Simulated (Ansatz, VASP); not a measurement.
# VN2: VASP beside Ansatz

```xyz
6
Lattice="-2.0238 2.0238 2.3325 2.0238 -2.0238 2.3325 2.0238 2.0238 -2.3325" Properties=species:S:1:pos:R:3 pbc="T T T"
V     0.0000    0.0000    1.1663
V     0.0000    0.0000    3.4988
N     2.4863    0.4625    0.0000
N     1.5613    0.4625    2.3325
N    -0.4625    1.5613    2.3325
N     0.4625    1.5613    0.0000
```

Change from the starting cell: strain -0.050 along x and y, -0.050 along z, atoms carried along.

Alike in both runs: task single point; functional PBEsol; k mesh 16 × 16 × 16; occupations gaussian, width 0.15 eV; no spin polarisation.

|  | VASP | Ansatz |
| --- | --- | --- |
| version | VASP 6.6.1 | Ansatz 0.2.0 |
| potentials or method | VASP PAW PBE potentials, release 64 (V_sv, N), cutoff 520 eV | scalar-relativistic, plane waves, PAW |
| valence electrons in the cell | 46 | 46 |

Ansatz gave:

```
gap on the k mesh at the Fermi level (eV)                     : none
pressure (GPa)                                                : 77.1
traceless stress, the component that is largest in VASP (GPa) : -6.72
rms of the force components (eV/Å)                            : 0.662
```

Task: Estimate VASP's values.

Result: gap on the k mesh at the Fermi level (eV): none; pressure (GPa): 78.9; traceless stress, the component that is largest in VASP (GPa): -7.05; rms of the force components (eV/Å): 0.712.

VASP's potentials were made for PBE, not for PBEsol. Atom by atom the forces differ by 0.050 eV/Å (rms over components). A gap of «none» marks a metal or a gap that the smearing closes. Both programs put the cell under a high pressure, so it lies far from rest at this level. With one functional, cell and mesh, what is left measures potentials, basis and numerics.

Noted on VASP's run: the cell as given lies far from equilibrium.
